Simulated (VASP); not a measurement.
# PN: single point with PBE

PN:

```xyz
8
Lattice="-4.3447 4.3447 1.7760 4.3447 -4.3447 1.7760 4.3447 4.3447 -1.7760" Properties=species:S:1:pos:R:3 pbc="T T T"
P     0.9798    0.9798    1.7760
P     3.3649    3.3649    0.0000
P     3.3649    0.9798    0.8880
P     5.3245   -0.9798    0.8880
N     0.0000    0.0000    2.8771
N     0.0000    4.3447    0.2132
N     0.0000    0.0000    0.6748
N     0.0000    4.3447    1.5628
```

The cell was built from a structure type or drawn by symmetry, and may not be a known phase.

- Program: VASP 6.6.1
- Task: single point
- Functional: PBE
- Potentials or basis: VASP PAW PBE potentials, release 64 (P, N)
- Cutoff: 520 eV
- k mesh: 6 × 6 × 6
- Occupations: gaussian, width 0.1 eV
- Spin: no spin polarisation
- Dipole correction: no
- Further INCAR settings: ALGO = Normal; EDIFF = 1e-06; NBANDS = 30

```yaml
Pressure: -0.3 GPa
Largest_force: 0.179 eV/Å
Band_gap_on_the_k_mesh: zero (bands 20 and 21 overlap by 1.26 eV)
```

Forces in eV/Å, atoms in the order of the input:
```
P   -0.127 -0.127  0.000
P    0.127  0.127  0.000
P    0.127 -0.127  0.000
P   -0.127  0.127  0.000
N    0.000  0.000 -0.129
N    0.000  0.000 -0.129
N    0.000  0.000  0.129
N    0.000  0.000  0.129
```

Stress tensor (GPa, compression positive):
```
-0.24  0.00  0.00
 0.00 -0.24  0.00
 0.00  0.00 -0.53
```

Levels at points of the mesh, in eV from the Fermi level:
```
           k point  band 16  band 17  band 18  band 19  band 20  band 21  band 22  band 23  band 24  band 25
(0.00, 0.00, 0.00)    -4.29    -2.97    -0.30    -0.30     1.08     1.16     1.16     1.46     2.71     3.62
(0.50, 0.00, 0.00)    -4.69    -3.49    -3.24    -1.63    -0.64    -0.13     0.51     2.91     3.28     3.28
(0.50, 0.50, 0.00)    -3.12    -2.01    -0.46    -0.25    -0.03     1.06     1.61     1.83     2.39     3.26
(0.50, 0.50, 0.50)    -1.99    -1.38    -0.28    -0.23    -0.23    -0.17     1.60     1.69     1.69     2.87
```

Wall time 110 s on 1 thread of Intel(R) Xeon(R) 6975P-C (Granite Rapids), with other jobs on the host, peak memory 0.34 GiB.
